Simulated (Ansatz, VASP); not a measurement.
**Two plane-wave programs on NaCl**

```
Na Cl
1.0
     0.01770    2.83175    2.83175
     2.84945    0.00000    2.84945
     2.83175    2.83175    0.01770
Na Cl
1 1
Cartesian
  0.0000 0.0000 0.0000
  2.8494 2.8317 2.8494
```

Change from the starting cell: strain +0.0125 x Voigt [0, 0, 0, 0, 1, 0], atoms carried along.

Alike in both runs: task single point; functional PBEsol; k mesh 8 × 8 × 8; occupations gaussian, width 0.05 eV; no spin polarisation.

|  | VASP | Ansatz |
| --- | --- | --- |
| version | VASP 6.6.1 | Ansatz 0.2.0 |
| potentials or method | VASP PAW PBE potentials, release 64 (Na_pv, Cl), cutoff 520 eV | scalar-relativistic, plane waves, PAW |
| valence electrons in the cell | 14 | 16 |

```tsv
	VASP	Ansatz	Ansatz less VASP
gap on the k mesh at the Fermi level (eV)	4.86	4.87	+0.004
least direct gap on the mesh (eV)	4.86	4.87	+0.004
pressure (GPa)	-0.8	-0.8	-0.01
traceless stress, the component that is largest in VASP (GPa)	-0.15	-0.15	-0.001
```

VASP's potentials were made for PBE, not for PBEsol. VASP's potentials hold 14 valence electrons a cell and Ansatz's 16, so a difference there can come from the potentials and not from the codes.
